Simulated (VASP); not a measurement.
# AlCo (WC type) (P-6m2) in VASP: notebook

AlCo (WC type) is run at these levels: PBE; tasks: single point.

Program: VASP 6.6.1. These are calculated values, not measurements. Logs are shortened: lines on timing, memory, paths and dates and some standing lists are left out, and cuts for length are marked.

## Step 1: The cell of the first run

Symmetry: P-6m2, No. 187, hexagonal system. The conventional cell has a = 2.729 Å, b = 2.729 Å, c = 3.788 Å, α = 90.00°, β = 90.00°, γ = 120.00°. Within 3.3 Å of Co (site symmetry -6m2) lie 6 Al at 2.46 Å and 6 Co at 2.73 Å. Al (site symmetry -6m2) has 6 Co at 2.46 Å and 6 Al at 2.73 Å within 3.3 Å.

## Step 2: Single point, PBE

Input file INCAR:

```
  ALGO = Normal
  EDIFF = 1E-7
  ENCUT = 520
  GGA = PE
  ISIF = 2
  ISMEAR = -1
  LASPH = T
  LCHARG = F
  LREAL = F
  LWAVE = F
  NBANDS = 13
  NELM = 60
  PREC = Accurate
  SIGMA = 0.1
```

Input file KPOINTS:

```
k-points
0
Gamma
  14 14 12
```

Input file POSCAR:

```
AlCo
1.0
    2.7289884087      0.0000000000      0.0000000000
   -1.3644942044      2.3633732886      0.0000000000
    0.0000000000      0.0000000000      3.7883646673
Co Al
1 1
Direct
    0.0000000000      0.0000000000      0.0000000000
    0.3333333333      0.6666666667      0.5000000000
```

Potentials or basis: VASP PAW PBE potentials, release 64 (Co, Al).

On the command line:

```console
$ cat potpaw_PBE.64/Co/POTCAR potpaw_PBE.64/Al/POTCAR > POTCAR
$ mpirun -np 1 vasp_std > vasp.out
```

OUTCAR:

```text
EDIFF = 1E-7
   ENCUT = 520
   GGA = PE
   ISIF = 2
   ISMEAR = -1
   LASPH = T
   LREAL = F
   NELM = 60
   PREC = Accurate

 ion  position               nearest neighbor table
   1  0.000  0.000  0.000-   2 2.46   2 2.46   2 2.46   2 2.46   2 2.46   2 2.46
   2  0.333  0.667  0.500-   1 2.46   1 2.46   1 2.46   1 2.46   1 2.46   1 2.46

  LATTYP: Found a hexagonal cell.
 ALAT       =     2.7289884087
 C/A-ratio  =     1.3881937553

  Lattice vectors:

 A1 = (   2.7289884087,   0.0000000000,   0.0000000000)
 A2 = (  -1.3644942044,   2.3633732886,   0.0000000000)
 A3 = (   0.0000000000,   0.0000000000,   3.7883646673)

Analysis of symmetry for initial positions (statically):
=====================================================================
 Subroutine PRICEL returns:
 Original cell was already a primitive cell.

 Routine SETGRP: Setting up the symmetry group for a
 hexagonal supercell.

 Subroutine GETGRP returns: Found 12 space group operations
 (whereof 12 operations were pure point group operations)
 out of a pool of 24 trial point group operations.

The static configuration has the point symmetry D_3h.

Analysis of symmetry for dynamics (positions and initial velocities):
=====================================================================
 Subroutine PRICEL returns:
 Original cell was already a primitive cell.

 Routine SETGRP: Setting up the symmetry group for a
 hexagonal supercell.

 Subroutine GETGRP returns: Found 12 space group operations
 (whereof 12 operations were pure point group operations)
 out of a pool of 24 trial point group operations.

The dynamic configuration has the point symmetry D_3h.

 Subroutine INISYM returns: Found 12 space group operations
 (whereof 12 operations are pure point group operations),
 and found     1 'primitive' translations

----------------------------------------------------------------------------------------

                                     Primitive cell

  volume of cell :      24.4335

  direct lattice vectors                    reciprocal lattice vectors
     2.728988409  0.000000000  0.000000000     0.366436148  0.211562009  0.000000000
    -1.364494204  2.363373289  0.000000000     0.000000000  0.423124017  0.000000000
     0.000000000  0.000000000  3.788364667     0.000000000  0.000000000  0.263966140

  length of vectors
[... 89 lines left out ...]
   ISYM   =      2    0-nonsym 1-usesym 2-fastsym
   POTIM  = 0.5000    time-step for ionic-motion
   TEBEG  =    0.0;   TEEND  =   0.0 temperature during run
   PSTRESS=    0.0 pullay stress
   NELECT =      12.0000    total number of electrons
   NUPDOWN=      -1.0000    fix difference up-down
   EMIN   =  10.00;   EMAX   =-10.00  energy-range for DOS
   EFERMI =   0.00;   METHOD = LEGACY
   ISMEAR =    -1;   SIGMA  =   0.10  broadening in eV -4-tet -1-fermi 0-gaus
   EFERMI_NEDOS =   21; number of points for ismear=-14 and -15
   IALGO  =     38    algorithm
   IMIX   =      4    mixing-type and parameters
     AMIX     =   0.40;   BMIX     =  1.00
     AMIX_MAG =   1.60;   BMIX_MAG =  1.00
  volume/ion in A,a.u.               =      12.22        82.44
  Fermi-wavevector in a.u.,A,eV,Ry     =   1.291636  2.440837 22.698903  1.668322
  Thomas-Fermi vector in A             =   2.423393
   LORBIT       =      0    0 simple, 1 ext, 2 COOP (PROOUT), +10 PAW based schemes
   GGA     = PE    functional components
   LHFCALC =     F    Hartree Fock is set to
   AEXX    =    0.0000 exact exchange contribution
   IVDW    =     0    specifies the selected vdW correction
   LEPSILON=     F    determine dielectric tensor
   LRPA    =     F    only Hartree local field effects (RPA)
 non-spin polarized calculation
  energy-cutoff  :      520.00
  volume of cell :       24.43
 maximum number of plane-waves:       672
   NGX = 11   NGY = 11   NGZ = 15

 number of electron      11.9999996 magnetization

 Free energy of the ion-electron system (eV)
  ---------------------------------------------------
  ext. energy  EPLUGINS =         0.00000000
  ---------------------------------------------------
  free energy    TOTEN  =       -11.45981721 eV

  energy without entropy =      -11.39635547  energy(sigma->0) =      -11.42808634

 E-fermi :   9.6667     XC(G=0): -12.0002

 val. band max:        9.6658999475   @ k =   0.2857   0.1429   0.2500
 cond. band min:       9.6777303259   @ k =   0.2143   0.2143   0.2500
 fundamental gap:      0.0118303783
 Fermi energy:         9.6666591029

 k-point     1 :       0.0000    0.0000    0.0000
  band No.  band energies     occupation
      1      -1.0119      2.00000
      2       6.5028      2.00000
      3       8.3648      2.00000
      4       8.3648      2.00000
      5       8.6165      1.99995
      6       9.1420      1.98953
      7       9.1420      1.98953
      8      13.5850      0.00000
      9      22.8657      0.00000
     10      22.8657      0.00000
     11      24.6825      0.00000
     12      24.6825      0.00000
     13      26.1722      0.00000
[... 354 lines left out ...]
  band No.  band energies     occupation
      1       5.7341      2.00000
      2       6.3113      2.00000
      3       6.8176      2.00000
      4       7.5082      2.00000
      5       7.9122      2.00000
      6      10.0159      0.05906
      7      11.0302      0.00000
      8      11.4997      0.00000
      9      16.8931      0.00000
     10      18.7834      0.00000
     11      19.1079      0.00000
     12      20.4517      0.00000
     13      20.9294      0.00000

 [... further k-points ...]

------------------------ aborting loop because EDIFF is reached ----------------------------------------

  FORCE on cell =-STRESS in cart. coord.  units (eV):
  Direction    XX          YY          ZZ          XY          YZ          ZX
  --------------------------------------------------------------------------------------
  -------------------------------------------------------------------------------------
  Total        0.0206917      0.0206917     -0.0443925     -0.0000000      0.0000000      0.0000000
  in kB        1.3568165      1.3568165     -2.9109461     -0.0000000      0.0000000      0.0000000
  external PRESSURE =      -0.0657710 kB  Pullay stress =       0.0000000 kB

 VOLUME and BASIS-vectors are now :
 -----------------------------------------------------------------------------
  energy-cutoff  :      520.00
  volume of cell :       24.43
      direct lattice vectors                 reciprocal lattice vectors
     2.728988409  0.000000000  0.000000000     0.366436148  0.211562009  0.000000000
    -1.364494204  2.363373289  0.000000000     0.000000000  0.423124017  0.000000000
     0.000000000  0.000000000  3.788364667     0.000000000  0.000000000  0.263966140

 POSITION                                       TOTAL-FORCE (eV/Angst)
 -----------------------------------------------------------------------------------
      0.00000      0.00000      0.00000        -0.000000      0.000000      0.000000
     -0.00000      1.57558      1.89418         0.000000     -0.000000      0.000000
 -----------------------------------------------------------------------------------
    total drift:                                0.000000     -0.000000      0.000000

  FREE ENERGIE OF THE ION-ELECTRON SYSTEM (eV)
  ---------------------------------------------------
  free  energy   TOTEN  =       -11.4598172113 eV

  energy  without entropy=      -11.3963554723  energy(sigma->0) =      -11.42808634
```

OSZICAR:

```text
N       E                     dE             d eps       ncg     rms          rms(c)
DAV:   1     0.358505117650E+02    0.35851E+02   -0.51683E+03  4429   0.960E+02
DAV:   2    -0.115751813724E+02   -0.47426E+02   -0.43121E+02  4593   0.168E+02
DAV:   3    -0.132130812732E+02   -0.16379E+01   -0.16156E+01  5455   0.362E+01
DAV:   4    -0.132402930915E+02   -0.27212E-01   -0.27202E-01  5335   0.418E+00
DAV:   5    -0.132412174703E+02   -0.92438E-03   -0.92435E-03  5572   0.817E-01    0.123E+01
DAV:   6    -0.168068400506E+02   -0.35656E+01   -0.65105E+01  5291   0.995E+01    0.196E+01
DAV:   7    -0.114979747540E+02    0.53089E+01   -0.33606E+01  5248   0.650E+01    0.186E+00
DAV:   8    -0.114765040642E+02    0.21471E-01   -0.16435E-01  4923   0.319E+00    0.117E+00
DAV:   9    -0.114601792976E+02    0.16325E-01   -0.40986E-02  5564   0.261E+00    0.292E-01
DAV:  10    -0.114599505911E+02    0.22871E-03   -0.25712E-03  6090   0.647E-01    0.150E-01
DAV:  11    -0.114598230173E+02    0.12757E-03   -0.74180E-04  5630   0.264E-01    0.404E-02
DAV:  12    -0.114598180493E+02    0.49680E-05   -0.30641E-05  6773   0.624E-02    0.172E-02
DAV:  13    -0.114598176299E+02    0.41939E-06   -0.49356E-07  5290   0.530E-03    0.102E-02
DAV:  14    -0.114598171861E+02    0.44380E-06   -0.52427E-07  5123   0.441E-03    0.168E-03
DAV:  15    -0.114598172113E+02   -0.25170E-07   -0.26136E-08  2639   0.192E-03
   1 F= -.11459817E+02 E0= -.11428086E+02  d E =-.634617E-01
```

It took 67 s on 1 thread of Intel Xeon 8259CL, shared host; peak memory 0.18 GiB.

What came out:

* Free energy: -11.4598 eV
* Pressure: 0.0 GPa
* Band gap on the k mesh: zero (bands 6 and 7 overlap by 1.56 eV)

Stress tensor (GPa, compression positive):
```
 0.14  0.00  0.00
 0.00  0.14  0.00
 0.00  0.00 -0.29
```

Caveat: the run has no spin polarisation, though such a crystal can be magnetic.

## Step 3: Single point, PBE

Input file INCAR:

```
PREC = Accurate
ENCUT = 520
EDIFF = 1E-6
ISMEAR = -1
SIGMA = 0.1
LREAL = F
LASPH = T
NELM = 100
ALGO = Normal
ISIF = 2
LWAVE = F
LCHARG = T
GGA = PE
LELF = T
LVHAR = T
NBANDS = 13
```

Input file KPOINTS:

```
Automatic mesh
0
Gamma
  14 14 12
```

Input file POSCAR:

```
AlCo
1.0
    2.7284237086      0.0000000000      0.0000000000
   -1.3642118543      2.3628842439      0.0000000000
    0.0000000000      0.0000000000      3.7887480628
Co Al
1 1
Direct
    0.0000000000      0.0000000000      0.0000000000
    0.3333333333      0.6666666667      0.5000000000
```

Potentials or basis: VASP PAW PBE potentials, release 64 (Co, Al).

On the command line:

```console
$ cat potpaw_PBE.64/Co/POTCAR potpaw_PBE.64/Al/POTCAR > POTCAR
$ mpirun -np 1 vasp_std > vasp.out
```

OUTCAR:

```text
PREC = Accurate
   ENCUT = 520
   EDIFF = 1E-6
   ISMEAR = -1
   LREAL = F
   LASPH = T
   NELM = 100
   ISIF = 2
   GGA = PE

 ion  position               nearest neighbor table
   1  0.000  0.000  0.000-   2 2.46   2 2.46   2 2.46   2 2.46   2 2.46   2 2.46
   2  0.333  0.667  0.500-   1 2.46   1 2.46   1 2.46   1 2.46   1 2.46   1 2.46

  LATTYP: Found a hexagonal cell.
 ALAT       =     2.7284237086
 C/A-ratio  =     1.3886215879

  Lattice vectors:

 A1 = (   2.7284237086,   0.0000000000,   0.0000000000)
 A2 = (  -1.3642118543,   2.3628842439,   0.0000000000)
 A3 = (   0.0000000000,   0.0000000000,   3.7887480628)

Analysis of symmetry for initial positions (statically):
=====================================================================
 Subroutine PRICEL returns:
 Original cell was already a primitive cell.

 Routine SETGRP: Setting up the symmetry group for a
 hexagonal supercell.

 Subroutine GETGRP returns: Found 12 space group operations
 (whereof 12 operations were pure point group operations)
 out of a pool of 24 trial point group operations.

The static configuration has the point symmetry D_3h.

Analysis of symmetry for dynamics (positions and initial velocities):
=====================================================================
 Subroutine PRICEL returns:
 Original cell was already a primitive cell.

 Routine SETGRP: Setting up the symmetry group for a
 hexagonal supercell.

 Subroutine GETGRP returns: Found 12 space group operations
 (whereof 12 operations were pure point group operations)
 out of a pool of 24 trial point group operations.

The dynamic configuration has the point symmetry D_3h.

 Subroutine INISYM returns: Found 12 space group operations
 (whereof 12 operations are pure point group operations),
 and found     1 'primitive' translations

[... 119 lines left out ...]
   GGA     = PE    functional components
   LHFCALC =     F    Hartree Fock is set to
   AEXX    =    0.0000 exact exchange contribution
   IVDW    =     0    specifies the selected vdW correction
   LEPSILON=     F    determine dielectric tensor
   LRPA    =     F    only Hartree local field effects (RPA)
 non-spin polarized calculation
  energy-cutoff  :      520.00
  volume of cell :       24.43
 maximum number of plane-waves:       672
   NGX = 11   NGY = 11   NGZ = 15

 number of electron      11.9999995 magnetization

 Free energy of the ion-electron system (eV)
  ---------------------------------------------------
  ext. energy  EPLUGINS =         0.00000000
  ---------------------------------------------------
  free energy    TOTEN  =       -11.45980307 eV

  energy without entropy =      -11.39637162  energy(sigma->0) =      -11.42808735

 E-fermi :   9.6707     XC(G=0): -12.0017

 val. band max:        9.6701261589   @ k =   0.2857   0.1429   0.2500
 cond. band min:       9.6819381414   @ k =   0.2143   0.2143   0.2500
 fundamental gap:      0.0118119826
 Fermi energy:         9.6707495440

 k-point     1 :       0.0000    0.0000    0.0000
  band No.  band energies     occupation
      1      -1.0102      2.00000
      2       6.5046      2.00000
      3       8.3683      2.00000
      4       8.3683      2.00000
      5       8.6166      1.99995
      6       9.1462      1.98951
      7       9.1462      1.98951
      8      13.5860      0.00000
      9      22.8757      0.00000
     10      22.8757      0.00000
     11      24.6952      0.00000
     12      24.6952      0.00000
     13      26.1824      0.00000
[... 354 lines left out ...]
  band No.  band energies     occupation
      1       5.7379      2.00000
      2       6.3155      2.00000
      3       6.8211      2.00000
      4       7.5111      2.00000
      5       7.9153      2.00000
      6      10.0199      0.05909
      7      11.0356      0.00000
      8      11.5056      0.00000
      9      16.8963      0.00000
     10      18.7885      0.00000
     11      19.1116      0.00000
     12      20.4552      0.00000
     13      20.9352      0.00000

 [... further k-points ...]

------------------------ aborting loop because EDIFF is reached ----------------------------------------

  FORCE on cell =-STRESS in cart. coord.  units (eV):
  Direction    XX          YY          ZZ          XY          YZ          ZX
  --------------------------------------------------------------------------------------
  -------------------------------------------------------------------------------------
  Total        0.0336128      0.0336128     -0.0358050      0.0000000      0.0000000      0.0000000
  in kB        2.2047829      2.2047829     -2.3485742      0.0000000      0.0000000      0.0000000
  external PRESSURE =       0.6869972 kB  Pullay stress =       0.0000000 kB

 VOLUME and BASIS-vectors are now :
 -----------------------------------------------------------------------------
  energy-cutoff  :      520.00
  volume of cell :       24.43
      direct lattice vectors                 reciprocal lattice vectors
     2.728423709  0.000000000  0.000000000     0.366511989  0.211605795  0.000000000
    -1.364211854  2.362884244  0.000000000     0.000000000  0.423211591  0.000000000
     0.000000000  0.000000000  3.788748063     0.000000000  0.000000000  0.263939429

 POSITION                                       TOTAL-FORCE (eV/Angst)
 -----------------------------------------------------------------------------------
      0.00000      0.00000      0.00000         0.000000     -0.000000      0.000000
     -0.00000      1.57526      1.89437        -0.000000      0.000000      0.000000
 -----------------------------------------------------------------------------------
    total drift:                                0.000000     -0.000000      0.000000

  FREE ENERGIE OF THE ION-ELECTRON SYSTEM (eV)
  ---------------------------------------------------
  free  energy   TOTEN  =       -11.4598030664 eV

  energy  without entropy=      -11.3963716249  energy(sigma->0) =      -11.42808735
```

OSZICAR:

```text
N       E                     dE             d eps       ncg     rms          rms(c)
DAV:   1     0.364858056300E+02    0.36486E+02   -0.51488E+03  4400   0.952E+02
DAV:   2    -0.114992665063E+02   -0.47985E+02   -0.43496E+02  4618   0.169E+02
DAV:   3    -0.132123941877E+02   -0.17131E+01   -0.16855E+01  5447   0.371E+01
DAV:   4    -0.132408486847E+02   -0.28454E-01   -0.28444E-01  5312   0.425E+00
DAV:   5    -0.132418070441E+02   -0.95836E-03   -0.95834E-03  5654   0.825E-01    0.123E+01
DAV:   6    -0.168065353395E+02   -0.35647E+01   -0.65095E+01  5291   0.995E+01    0.196E+01
DAV:   7    -0.114981757304E+02    0.53084E+01   -0.33608E+01  5248   0.650E+01    0.186E+00
DAV:   8    -0.114764828868E+02    0.21693E-01   -0.16281E-01  4893   0.319E+00    0.117E+00
DAV:   9    -0.114601626665E+02    0.16320E-01   -0.40825E-02  5546   0.261E+00    0.292E-01
DAV:  10    -0.114599357814E+02    0.22689E-03   -0.25411E-03  6064   0.643E-01    0.150E-01
DAV:  11    -0.114598084225E+02    0.12736E-03   -0.73694E-04  5689   0.263E-01    0.404E-02
DAV:  12    -0.114598034904E+02    0.49321E-05   -0.30516E-05  6773   0.624E-02    0.171E-02
DAV:  13    -0.114598030664E+02    0.42405E-06   -0.44285E-07  3204   0.528E-03
   1 F= -.11459803E+02 E0= -.11428087E+02  d E =-.634314E-01
```

stdout:

```text
POSCAR found type information on POSCAR CoAl
 POSCAR found :  2 types and       2 ions
 scaLAPACK will be used
 LDA part: xc-table for (Slater+PW92), standard interpolation
 POSCAR, INCAR and KPOINTS ok, starting setup
 FFT: planning ... GRIDC
 FFT: planning ... GRID_SOFT
 FFT: planning ... GRID
 WAVECAR not read
 entering main loop
```

Run time: 55 s. Hardware: 1 thread of Intel Xeon 8259CL, shared host; peak memory 0.18 GiB.

What came out:

| Property | Result |
| --- | --- |
| Free energy | -11.4598 eV |
| Pressure | 0.1 GPa |
| Band gap on the k mesh | zero (bands 6 and 7 overlap by 1.56 eV) |

Levels at points of the mesh, in eV from the Fermi level:
```tsv
k point	band 3	band 4	band 5	band 6	band 7	band 8	band 9	band 10
(0.00, 0.00, 0.00)	-1.30	-1.30	-1.05	-0.52	-0.52	3.92	13.20	13.20
(0.50, 0.00, 0.00)	-2.69	-2.49	-0.87	0.12	1.33	5.15	6.68	7.95
(0.00, 0.00, 0.50)	-1.62	-1.29	-1.29	-0.63	-0.63	10.75	14.50	14.50
(0.50, 0.00, 0.50)	-2.88	-1.11	-1.05	-0.69	0.12	2.30	3.46	10.33
```

Caveat: the run has no spin polarisation, though such a crystal can be magnetic. Spin polarisation is off, so any magnetic state and its effect on volume and gap are missing.
